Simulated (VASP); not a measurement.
# Mn (Im-3m) in VASP: notebook

The runs below take Mn through single point, relaxation of cell and atoms, with PBEsol.

All numbers are computed with VASP 6.6.1; they aren't measurements. Logs are shortened: lines on timing, memory, paths and dates and some standing lists are left out, and cuts for length are marked.

### Step 1. The cell of the first run

Symmetry: Im-3m, No. 229, cubic system. The conventional cell has a = 2.749 Å, b = 2.749 Å, c = 2.749 Å, α = 90.00°, β = 90.00°, γ = 90.00°. Within 3.1 Å of Mn (site symmetry m-3m) lie 14 Mn at 2.38 to 2.75 Å.

This isn't the form of Mn at room conditions, which is a 58-atom cubic cell.

### Step 2. Single point, PBEsol, collinear spin, antiferromagnetic start

Contents of INCAR:

```
SYSTEM = Mn
PREC = Accurate
ENCUT = 520
EDIFF = 1E-6
ISMEAR = -1
SIGMA = 0.05
LREAL = .False.
LASPH = .True.
NELM = 150
ALGO = Normal
ISIF = 2
LWAVE = .False.
LCHARG = .True.
ISPIN = 2
MAGMOM = 3 -3
LORBIT = 11
LMAXMIX = 4
GGA = PS
LELF = .True.
LVHAR = .True.
NBANDS = 24
```

Contents of KPOINTS:

```
Automatic mesh
0
Gamma
  11 11 11
  0 0 0
```

Contents of POSCAR:

```
Mn
1.0
    2.7492659157      0.0000000000      0.0000000000
    0.0000000000      2.7492659157      0.0000000000
    0.0000000000      0.0000000000      2.7492659157
Mn
2
Direct
    0.0000000000      0.0000000000      0.0000000000
    0.5000000000      0.5000000000      0.5000000000
```

Potentials or basis: VASP PAW PBE potentials, release 64 (Mn_pv).

Started as:

```bash
$ cat potpaw_PBE.64/Mn_pv/POTCAR > POTCAR
$ mpirun -np 1 vasp_std > vasp.out
```

OUTCAR:

```text
SYSTEM = Mn
   PREC = Accurate
   ENCUT = 520
   EDIFF = 1E-6
   ISMEAR = -1
   LREAL = .False.
   LASPH = .True.
   NELM = 150
   ISIF = 2
   ISPIN = 2
   LORBIT = 11
   GGA = PS

 ion  position               nearest neighbor table
   1  0.000  0.000  0.000-   2 2.38   2 2.38   2 2.38   2 2.38   2 2.38   2 2.38   2 2.38   2 2.38

   2  0.500  0.500  0.500-   1 2.38   1 2.38   1 2.38   1 2.38   1 2.38   1 2.38   1 2.38   1 2.38

  LATTYP: Found a simple cubic cell.
 ALAT       =     2.7492659157

  Lattice vectors:

 A1 = (   2.7492659157,   0.0000000000,   0.0000000000)
 A2 = (   0.0000000000,   2.7492659157,   0.0000000000)
 A3 = (   0.0000000000,   0.0000000000,   2.7492659157)

Analysis of symmetry for initial positions (statically):
=====================================================================
 Subroutine PRICEL returns following result:

  LATTYP: Found a body centered cubic cell.
 ALAT       =     2.7492659157
[... 12 lines left out ...]
 Subroutine GETGRP returns: Found 48 space group operations
 (whereof 48 operations were pure point group operations)
 out of a pool of 48 trial point group operations.

The static configuration has the point symmetry O_h .

Analysis of symmetry for dynamics (positions and initial velocities):
=====================================================================
 Subroutine PRICEL returns following result:

  LATTYP: Found a body centered cubic cell.
 ALAT       =     2.7492659157
[... 12 lines left out ...]
 Subroutine GETGRP returns: Found 48 space group operations
 (whereof 48 operations were pure point group operations)
 out of a pool of 48 trial point group operations.

The dynamic configuration has the point symmetry O_h .

Analysis of structural, dynamic, and magnetic symmetry:
=====================================================================
 Subroutine PRICEL returns following result:

  LATTYP: Found a body centered cubic cell.
 ALAT       =     2.7492659157
[... 12 lines left out ...]
 Subroutine GETGRP returns: Found 48 space group operations
 (whereof 48 operations were pure point group operations)
 out of a pool of 48 trial point group operations.

The overall configuration has the point symmetry O_h .

 Subroutine INISYM returns: Found 48 space group operations
 (whereof 48 operations are pure point group operations),
 and found     2 'primitive' translations

----------------------------------------------------------------------------------------

                                     Primitive cell

  volume of cell :      10.3901

  direct lattice vectors                    reciprocal lattice vectors
[... 104 lines left out ...]
     AMIX     =   0.40;   BMIX     =  1.00
     AMIX_MAG =   1.60;   BMIX_MAG =  1.00
  volume/ion in A,a.u.               =      10.39        70.12
  Fermi-wavevector in a.u.,A,eV,Ry     =   1.764070  3.333609 42.340565  3.111944
  Thomas-Fermi vector in A             =   2.832121
   LORBIT       =     11    0 simple, 1 ext, 2 COOP (PROOUT), +10 PAW based schemes
   GGA     = PS    functional components
   LHFCALC =     F    Hartree Fock is set to
   AEXX    =    0.0000 exact exchange contribution
   IVDW    =     0    specifies the selected vdW correction
   LEPSILON=     F    determine dielectric tensor
   LRPA    =     F    only Hartree local field effects (RPA)
 spin polarized calculation
  energy-cutoff  :      520.00
  volume of cell :       20.78
 maximum number of plane-waves:       587
   NGX = 11   NGY = 11   NGZ = 11

 number of electron      25.9999966 magnetization       0.0000000

 number of electron      25.9999966 magnetization      -0.0000000

 Free energy of the ion-electron system (eV)
  ---------------------------------------------------
  ext. energy  EPLUGINS =         0.00000000
  ---------------------------------------------------
  free energy    TOTEN  =       -19.18992807 eV

  energy without entropy =      -19.15337802  energy(sigma->0) =      -19.17165304

 E-fermi :  11.1847     XC(G=0): -14.3996

 val. band max:       11.1799779356   @ k =   0.1818   0.1818   0.0000
 cond. band min:      11.1882432031   @ k =   0.2727   0.1818   0.0909
 fundamental gap:      0.0082652675
 Fermi energy:        11.1846598903

 spin component 1

 k-point     1 :       0.0000    0.0000    0.0000
  band No.  band energies     occupation
      1     -37.2622      1.00000
      2     -37.2622      1.00000
      3     -37.2622      1.00000
      4     -36.6672      1.00000
      5     -36.6672      1.00000
      6     -36.6672      1.00000
[... 637 lines left out ...]
     23      32.1648      0.00000
     24      32.6316      0.00000

 [... further k-points ...]

 spin component 2

 k-point     1 :       0.0000    0.0000    0.0000
  band No.  band energies     occupation
      1     -37.2622      1.00000
      2     -37.2622      1.00000
      3     -37.2622      1.00000
      4     -36.6672      1.00000
      5     -36.6672      1.00000
      6     -36.6672      1.00000
[... 637 lines left out ...]
     23      32.1648      0.00000
     24      32.6316      0.00000

 [... further k-points ...]
[... 5 lines left out ...]
  --------------------------------------------------------------------------------------
  -------------------------------------------------------------------------------------
  Total       -0.0088509     -0.0088509     -0.0088509     -0.0000000     -0.0000000      0.0000000
  in kB       -0.6824144     -0.6824144     -0.6824144     -0.0000000     -0.0000000      0.0000000
  external PRESSURE =      -0.6824144 kB  Pullay stress =       0.0000000 kB

 VOLUME and BASIS-vectors are now :
 -----------------------------------------------------------------------------
  energy-cutoff  :      520.00
  volume of cell :       20.78
      direct lattice vectors                 reciprocal lattice vectors
     2.749265916  0.000000000  0.000000000     0.363733459  0.000000000  0.000000000
     0.000000000  2.749265916  0.000000000     0.000000000  0.363733459  0.000000000
     0.000000000  0.000000000  2.749265916     0.000000000  0.000000000  0.363733459

 POSITION                                       TOTAL-FORCE (eV/Angst)
 -----------------------------------------------------------------------------------
      0.00000      0.00000      0.00000        -0.000000     -0.000000      0.000000
      1.37463      1.37463      1.37463         0.000000      0.000000     -0.000000
 -----------------------------------------------------------------------------------
    total drift:                               -0.000000      0.000000      0.000000

  FREE ENERGIE OF THE ION-ELECTRON SYSTEM (eV)
  ---------------------------------------------------
  free  energy   TOTEN  =       -19.1899280702 eV

  energy  without entropy=      -19.1533780165  energy(sigma->0) =      -19.17165304

 total charge

# of ion       s       p       d       tot
------------------------------------------
    1        0.433   6.438   5.177  12.049
    2        0.433   6.438   5.177  12.049
--------------------------------------------------
tot          0.867  12.877  10.354  24.098

 magnetization (x)

# of ion       s       p       d       tot
------------------------------------------
    1        0.000   0.000   0.000   0.000
    2       -0.000  -0.000  -0.000  -0.000
--------------------------------------------------
tot          0.000   0.000   0.000   0.000
```

OSZICAR:

```text
N       E                     dE             d eps       ncg     rms          rms(c)
DAV:   1     0.241556775344E+03    0.24156E+03   -0.14448E+04  5632   0.151E+03
DAV:   2    -0.118987860357E+02   -0.25346E+03   -0.24263E+03  5544   0.400E+02
DAV:   3    -0.213787699960E+02   -0.94800E+01   -0.94371E+01  5864   0.880E+01
DAV:   4    -0.214546298777E+02   -0.75860E-01   -0.75854E-01  6008   0.771E+00
DAV:   5    -0.214557631963E+02   -0.11333E-02   -0.11333E-02  5872   0.957E-01    0.241E+01
DAV:   6    -0.189592181815E+02    0.24965E+01   -0.73020E+00  5392   0.403E+01    0.726E+00
DAV:   7    -0.190994696762E+02   -0.14025E+00   -0.57724E-01  5656   0.530E+00    0.491E+00
DAV:   8    -0.191376183678E+02   -0.38149E-01   -0.97093E-02  6792   0.280E+00    0.207E+00
DAV:   9    -0.191852164035E+02   -0.47598E-01   -0.86608E-01  6360   0.713E+00    0.580E-01
DAV:  10    -0.191885314318E+02   -0.33150E-02   -0.21999E-02  5640   0.102E+00    0.328E-01
DAV:  11    -0.191892813299E+02   -0.74990E-03   -0.48687E-03  6936   0.581E-01    0.195E-01
DAV:  12    -0.191898312219E+02   -0.54989E-03   -0.76307E-03  7024   0.840E-01    0.685E-02
DAV:  13    -0.191899167918E+02   -0.85570E-04   -0.14108E-03  7288   0.366E-01    0.288E-02
DAV:  14    -0.191899253919E+02   -0.86001E-05   -0.82837E-05  5640   0.977E-02    0.165E-02
DAV:  15    -0.191899273061E+02   -0.19142E-05   -0.22021E-06  4112   0.108E-02    0.692E-03
DAV:  16    -0.191899280702E+02   -0.76404E-06   -0.26309E-06  2976   0.182E-02
   1 F= -.19189928E+02 E0= -.19171653E+02  d E =-.365501E-01  mag=     0.0000
```

Wall time 21 s (1 thread of Intel Xeon 6975P-C (Granite Rapids), shared host); peak memory 0.15 GiB.

Results:

| Quantity | Value |
| --- | --- |
| Free energy | -19.1899 eV |
| Pressure | -0.1 GPa |
| Band gap on the k mesh | zero (filled and empty bands overlap) |
| Net moment | 0.00 μB per cell |
| Valence electrons inside the program's atomic spheres | Mn 12.05 |

Levels at points of the mesh, in eV from the Fermi level:
Spin up:
```
           k point  band 11  band 12  band 13  band 14  band 15  band 16
(0.00, 0.00, 0.00)    -1.67    -1.67     0.32     0.32     1.66     1.66
```
Spin down:
```csv
k point,band 11,band 12,band 13,band 14,band 15,band 16
"(0.00, 0.00, 0.00)",-1.67,-1.67,0.32,0.32,1.66,1.66
```

Caveat: the PAW data sets were made with another functional, which shifts forces and pressure a little.

### Step 3. Relaxation of cell and atoms, PBEsol, collinear spin, antiferromagnetic start

This run uses another cell than the first one, of 11.75 Å³/atom.

Contents of INCAR:

```
SYSTEM = Mn
  PREC = Accurate
  ENCUT = 600
  EDIFF = 1E-6
  ISMEAR = -1
  SIGMA = 0.05
  LREAL = .False.
  LASPH = .True.
  NELM = 150
  ALGO = Normal
  ISIF = 3
  LWAVE = .False.
  LCHARG = .False.
  ISPIN = 2
  MAGMOM = 3 -3
  LORBIT = 11
  LMAXMIX = 4
  GGA = PS
  IBRION = 2
  NSW = 80
  EDIFFG = -0.01
```

KPOINTS is that of step 2.

Contents of POSCAR:

```
Mn
1.0
    2.8642879297      0.0000000000      0.0000000000
    0.0000000000      2.8642879297      0.0000000000
    0.0000000000      0.0000000000      2.8642879297
Mn
2
Direct
    0.0000000000      0.0000000000      0.0000000000
    0.5000000000      0.5000000000      0.5000000000
```

Potentials or basis: VASP PAW PBE potentials, release 64 (Mn_pv).

Started as:

```bash
$ cat potpaw_PBE.64/Mn_pv/POTCAR > POTCAR
$ mpirun -np 1 vasp_std > vasp.out
```

Wall time 47 s (1 thread of Intel Xeon 6975P-C (Granite Rapids), shared host); peak memory 0.17 GiB.

The run converged. Its results:

```yaml
Free_energy: -19.1928 eV
Relaxed_volume: 10.38 Å³/atom
Relaxed_cell: a = 2.748 Å, b = 2.748 Å, c = 2.748 Å, α = 90.00°, β = 90.00°, γ = 90.00°
Space_group_after_relaxing_to_0.1_Å: Im-3m (No. 229)
Energy_gained_by_relaxing: 151.3 meV/atom
Ionic_steps: 5
Pressure_after_relaxing: 0.1 GPa
Band_gap_on_the_k_mesh: zero (filled and empty bands overlap)
Net_moment: 0.00 μB per cell
Valence_electrons_inside_the_program's_atomic_spheres: Mn 12.05
```

The path:
```csv
step,energy change (eV),largest force (eV/Å),pressure (GPa),volume (Å³)
1,0.0000,0.0000,-10.78,23.50
2,-0.3017,0.0000,-2.08,20.91
3,-0.3023,0.0000,-1.22,20.86
4,-0.3025,0.0000,-0.95,20.83
5,-0.3027,0.0000,0.13,20.76
```

Final structure:
```cif
data_structure
_symmetry_space_group_name_H-M 'P 1'
_symmetry_Int_Tables_number 1
_cell_length_a 2.7483
_cell_length_b 2.7483
_cell_length_c 2.7483
_cell_angle_alpha 90.000
_cell_angle_beta 90.000
_cell_angle_gamma 90.000
_cell_volume 20.76
loop_
_atom_site_label
_atom_site_type_symbol
_atom_site_fract_x
_atom_site_fract_y
_atom_site_fract_z
_atom_site_occupancy
Mn1 Mn 0.00000 0.00000 0.00000 1
Mn2 Mn 0.50000 0.50000 0.50000 1
```

Levels at points of the mesh, in eV from the Fermi level:
Spin up:
```csv
k point,band 10,band 11,band 12,band 13,band 14,band 15,band 16,band 17
"(0.00, 0.00, 0.00)",-1.68,-1.68,-1.68,0.32,0.32,1.66,1.66,1.66
```
Spin down:
```
           k point  band 10  band 11  band 12  band 13  band 14  band 15  band 16  band 17
(0.00, 0.00, 0.00)    -1.68    -1.68    -1.68     0.32     0.32     1.66     1.66     1.66
```

Caveat: the PAW data sets were made with another functional, which shifts forces and pressure a little.
